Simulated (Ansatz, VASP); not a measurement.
## One calculation of Be2Ge, two programs

```
Ge Be
1.0
     0.00000    2.67830    2.67830
     2.67830    0.00000    2.67830
     2.67830    2.67830    0.00000
Ge Be
1 2
Direct
  0.00000 0.00000 0.00000
  0.25000 0.25000 0.25000
  0.75000 0.75000 0.75000
```

Alike in both runs: task single point; functional PBEsol; k mesh 6 × 6 × 6; occupations fermi-dirac, width 0.02 eV; no spin polarisation.

```csv
,VASP,Ansatz
version,VASP 6.6.1,Ansatz 0.2.0
potentials or method,"VASP PAW PBE potentials, release 64 (Ge_d, Be)","plane waves, PAW"
plane-wave cutoff (eV),520,420
valence electrons in the cell,18,18
```

|  | VASP | Ansatz | Ansatz less VASP |
| --- | --- | --- | --- |
| pressure (GPa) | -1.4 | -1.5 | -0.06 |

VASP's potentials were made for PBE, not for PBEsol. The functional is the same, so the differences come from potentials, cutoffs and numerics.
